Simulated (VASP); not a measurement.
# CrN2 (Pnnm) in VASP: relaxation of cell and atoms with PBE

Aim: the relaxation of cell and atoms of CrN2 with PBE.

Everything below comes from runs of VASP 6.6.1. Logs are shortened: lines on timing, memory, paths and dates and some standing lists are left out, and cuts for length are marked.

## 1. The cell of the first run

The structure is orthorhombic, space group Pnnm (No. 58). The conventional cell has a = 3.902 Å, b = 4.810 Å, c = 2.784 Å, α = 90.00°, β = 90.00°, γ = 90.00°. Within 2.9 Å of Cr (site symmetry 2/m) lie 12 N at 2.04 to 2.88 Å and 2 Cr at 2.78 Å. N (site symmetry m) has 1 N at 1.35 Å within 1.8 Å.

## 2. Relaxation of cell and atoms, PBE

File INCAR:

```
PREC     = Accurate       # precision mode
ENCUT    = 600            # plane-wave cutoff, eV
EDIFF    = 1E-6           # SCF threshold, eV
ISMEAR   = 0              # smearing method
SIGMA    = 0.1            # smearing width, eV
LREAL    = False          # projectors in reciprocal space
LASPH    = True           # aspherical terms in the spheres
NELM     = 80             # most SCF steps
ALGO     = Normal         # electronic algorithm
ISIF     = 3              # what is computed and relaxed
LWAVE    = False          # write WAVECAR
LCHARG   = False          # write CHGCAR
GGA      = PE             # functional
IBRION   = 2              # ionic algorithm
NSW      = 80             # ionic steps
EDIFFG   = -0.01          # ionic threshold
```

File KPOINTS:

```
Automatic mesh
0
Gamma
  10 8 12
```

File POSCAR:

```
CrN2
1.0
    3.9017860000      0.0000000000      0.0000000000
    0.0000000000      4.8095120000      0.0000000000
    0.0000000000      0.0000000000      2.7841700000
Cr N
2 4
Direct
    0.5000000000      0.5000000000      0.5000000000
    0.0000000000      0.0000000000      0.0000000000
    0.6338300000      0.0887750000      0.5000000000
    0.3661700000      0.9112250000      0.5000000000
    0.1338300000      0.4112250000      0.0000000000
    0.8661700000      0.5887750000      0.0000000000
```

Potentials or basis: VASP PAW PBE potentials, release 64 (Cr_pv, N).

Started as:

```console
cat potpaw_PBE.64/Cr_pv/POTCAR potpaw_PBE.64/N/POTCAR > POTCAR
mpirun -np 1 vasp_std > vasp.out
```

OUTCAR:

```text
PREC = Accurate
   ENCUT = 600
   EDIFF = 1E-6
   ISMEAR = 0
   LREAL = False
   LASPH = True
   NELM = 80
   ISIF = 3
   GGA = PE
   IBRION = 2
   NSW = 80
   EDIFFG = -0.01

 ion  position               nearest neighbor table
   1  0.500  0.500  0.500-   5 2.04   6 2.04   5 2.04   6 2.04   3 2.05   4 2.05
   2  0.000  0.000  0.000-   3 2.04   4 2.04   3 2.04   4 2.04   5 2.05   6 2.05
   3  0.634  0.089  0.500-   4 1.35   2 2.04   2 2.04   1 2.05
   4  0.366  0.911  0.500-   3 1.35   2 2.04   2 2.04   1 2.05
   5  0.134  0.411  0.000-   6 1.35   1 2.04   1 2.04   2 2.05
   6  0.866  0.589  0.000-   5 1.35   1 2.04   1 2.04   2 2.05

  LATTYP: Found a simple orthorhombic cell.
 ALAT       =     2.7841700000
 B/A-ratio  =     1.4014180169
 C/A-ratio  =     1.7274491141

  Lattice vectors:

 A1 = (   0.0000000000,   0.0000000000,   2.7841700000)
 A2 = (   3.9017860000,   0.0000000000,   0.0000000000)
 A3 = (   0.0000000000,   4.8095120000,   0.0000000000)

Analysis of symmetry for initial positions (statically):
=====================================================================
 Subroutine PRICEL returns:
 Original cell was already a primitive cell.

 Routine SETGRP: Setting up the symmetry group for a
 simple orthorhombic supercell.

 Subroutine GETGRP returns: Found  8 space group operations
 (whereof  4 operations were pure point group operations)
 out of a pool of  8 trial point group operations.

The static configuration has the point symmetry C_2h.
 The point group associated with its full space group is D_2h.

Analysis of symmetry for dynamics (positions and initial velocities):
=====================================================================
 Subroutine PRICEL returns:
 Original cell was already a primitive cell.

 Routine SETGRP: Setting up the symmetry group for a
 simple orthorhombic supercell.

 Subroutine GETGRP returns: Found  8 space group operations
 (whereof  4 operations were pure point group operations)
 out of a pool of  8 trial point group operations.

The dynamic configuration has the point symmetry C_2h.
 The point group associated with its full space group is D_2h.

 Subroutine INISYM returns: Found  8 space group operations
[... 117 lines left out ...]
   NUPDOWN=      -1.0000    fix difference up-down
   EMIN   =  10.00;   EMAX   =-10.00  energy-range for DOS
   EFERMI =   0.00;   METHOD = LEGACY
   ISMEAR =     0;   SIGMA  =   0.10  broadening in eV -4-tet -1-fermi 0-gaus
   EFERMI_NEDOS =   21; number of points for ismear=-14 and -15
   IALGO  =     38    algorithm
   IMIX   =      4    mixing-type and parameters
     AMIX     =   0.40;   BMIX     =  1.00
     AMIX_MAG =   1.60;   BMIX_MAG =  1.00
  volume/ion in A,a.u.               =       8.71        58.76
  Fermi-wavevector in a.u.,A,eV,Ry     =   1.545986  2.921491 32.518928  2.390074
  Thomas-Fermi vector in A             =   2.651287
   LORBIT       =      0    0 simple, 1 ext, 2 COOP (PROOUT), +10 PAW based schemes
   GGA     = PE    functional components
   LHFCALC =     F    Hartree Fock is set to
   AEXX    =    0.0000 exact exchange contribution
   IVDW    =     0    specifies the selected vdW correction
   LEPSILON=     F    determine dielectric tensor
   LRPA    =     F    only Hartree local field effects (RPA)
 conjugate gradient relaxation of ions
 non-spin polarized calculation
 Gauss-broadening in eV      SIGMA  =   0.10
  energy-cutoff  :      600.00
  volume of cell :       52.25
 maximum number of plane-waves:      1771
 NGX is ok and might be reduce to    32
   NGX = 15   NGY = 19   NGZ = 11

--------------------------------------- Ionic step        1  -------------------------------------------

 number of electron      44.0000007 magnetization

 Free energy of the ion-electron system (eV)
  ---------------------------------------------------
  ext. energy  EPLUGINS =         0.00000000
  ---------------------------------------------------
  free energy    TOTEN  =       -51.29778676 eV

  energy without entropy =      -51.24136000  energy(sigma->0) =      -51.26957338

------------------------ aborting loop because EDIFF is reached ----------------------------------------

  FORCE on cell =-STRESS in cart. coord.  units (eV):
  Direction    XX          YY          ZZ          XY          YZ          ZX
  --------------------------------------------------------------------------------------
  -------------------------------------------------------------------------------------
  Total       -1.3434679     -3.6457207     -3.6643866      0.0000000      0.0000000      0.0000000
  in kB      -41.1981461   -111.7979302   -112.3703316      0.0000000      0.0000000      0.0000000
  external PRESSURE =     -88.4554693 kB  Pullay stress =       0.0000000 kB
[... 101 lines left out ...]
  FREE ENERGIE OF THE ION-ELECTRON SYSTEM (eV)
  ---------------------------------------------------
  free  energy   TOTEN  =       -51.3662440605 eV

  energy  without entropy=      -51.3138471882  energy(sigma->0) =      -51.34004562

[... ionic steps 4 to 10 ...]

--------------------------------------- Ionic step       11  -------------------------------------------

 number of electron      44.0000003 magnetization

------------------------ aborting loop because EDIFF is reached ----------------------------------------
[... 75 lines left out ...]
--------------------------------------- Ionic step       13  -------------------------------------------

 number of electron      44.0000003 magnetization

 Free energy of the ion-electron system (eV)
  ---------------------------------------------------
  ext. energy  EPLUGINS =         0.00000000
  ---------------------------------------------------
  free energy    TOTEN  =       -51.39171926 eV

  energy without entropy =      -51.34155264  energy(sigma->0) =      -51.36663595

 E-fermi :   8.7378     XC(G=0): -12.9514

 val. band max:        8.7374486809   @ k =   0.3000   0.3750   0.2500
 cond. band min:       8.7393297850   @ k =   0.2000   0.3750   0.5000
 fundamental gap:      0.0018811041
 Fermi energy:         8.7377681123

 k-point     1 :       0.0000    0.0000    0.0000
  band No.  band energies     occupation
      1     -34.7565      2.00000
      2     -34.6968      2.00000
      3     -34.5796      2.00000
      4     -34.5705      2.00000
      5     -34.5575      2.00000
      6     -34.5404      2.00000
[... 685 lines left out ...]
     25      10.5692      0.00000
     26      10.5692      0.00000

 [... further k-points ...]
[... 5 lines left out ...]
  --------------------------------------------------------------------------------------
  -------------------------------------------------------------------------------------
  Total       -0.0116508     -0.0528662     -0.0038395     -0.0000000      0.0000000      0.0000000
  in kB       -0.3721709     -1.6887451     -0.1226487     -0.0000000      0.0000000      0.0000000
  external PRESSURE =      -0.7278549 kB  Pullay stress =       0.0000000 kB
[... 21 lines left out ...]
  FREE ENERGIE OF THE ION-ELECTRON SYSTEM (eV)
  ---------------------------------------------------
  free  energy   TOTEN  =       -51.3917192568 eV

  energy  without entropy=      -51.3415526390  energy(sigma->0) =      -51.36663595

 reached required accuracy - stopping structural energy minimisation
```

CONTCAR:

```text
CrN2
   1.00000000000000
     3.9428745836962515   -0.0000000000000000    0.0000000000000000
    -0.0000000000000000    4.7151263198488218    0.0000000000000000
     0.0000000000000000    0.0000000000000000    2.6978539539621007
  Cr              N
     2     4
Direct
     0.5000000000000000    0.5000000000000000    0.5000000000000000
     0.0000000000000000    0.0000000000000000    0.0000000000000000
     0.6366978498172728    0.0853625773742200    0.5000000000000000
     0.3633021501827271    0.9146374226257802    0.5000000000000000
     0.1366978498172729    0.4146374226257801    0.0000000000000000
     0.8633021501827272    0.5853625773742198    0.0000000000000000

  0.00000000E+00  0.00000000E+00  0.00000000E+00
  0.00000000E+00  0.00000000E+00  0.00000000E+00
  0.00000000E+00  0.00000000E+00  0.00000000E+00
  0.00000000E+00  0.00000000E+00  0.00000000E+00
  0.00000000E+00  0.00000000E+00  0.00000000E+00
  0.00000000E+00  0.00000000E+00  0.00000000E+00
```

Wall time 15 min (1 thread of Intel Xeon 6975P-C (Granite Rapids), shared host); peak memory 0.4 GiB.

Results:

```yaml
Free_energy: -51.3917 eV
Relaxed_volume: 8.36 Å³/atom
Relaxed_cell: a = 3.943 Å, b = 4.715 Å, c = 2.698 Å, α = 90.00°, β = 90.00°, γ = 90.00°
Space_group_after_relaxing_to_0.1_Å: Pnnm (No. 58)
Energy_gained_by_relaxing: 15.7 meV/atom
Ionic_steps: 13
Pressure_after_relaxing: -0.1 GPa
Band_gap_on_the_k_mesh: zero (bands 22 and 23 overlap by 0.55 eV)
```

Forces in eV/Å, atoms in the order of the input:
```
Cr   0.000  0.000  0.000
Cr   0.000  0.000  0.000
N    0.002 -0.001  0.000
N   -0.002  0.001  0.000
N    0.002  0.001  0.000
N   -0.002 -0.001  0.000
```

The path:
```tsv
step	energy change (eV)	largest force (eV/Å)	pressure (GPa)	volume (Å³)
1	0.0000	0.1313	-8.85	52.25
2	-0.0277	0.5119	10.58	48.69
3	-0.0685	0.3152	1.47	50.19
4	-0.0748	0.5858	0.09	49.91
5	-0.0832	0.2505	0.61	50.03
6	-0.0920	0.1213	-0.17	50.16
7	-0.0930	0.0679	-0.56	50.21
8	-0.0932	0.1067	0.85	50.03
9	-0.0936	0.0587	0.22	50.11
10	-0.0939	0.0253	0.06	50.12
11	-0.0939	0.0152	0.09	50.12
12	-0.0939	0.0045	-0.07	50.15
13	-0.0939	0.0026	-0.07	50.16
```

Final structure:
```
Cr N
1.0
     3.94287    0.00000    0.00000
     0.00000    4.71513    0.00000
     0.00000    0.00000    2.69785
Cr N
2 4
Cartesian
  1.9714 2.3576 1.3489
  0.0000 0.0000 0.0000
  2.5104 0.4025 1.3489
  1.4325 4.3126 1.3489
  0.5390 1.9551 0.0000
  3.4039 2.7601 0.0000
```

Caveat: the run has no spin polarisation, though such a crystal can be magnetic. With open d or f shells a metallic result of PBE can be an artefact of self-interaction; +U or a hybrid may open a gap.
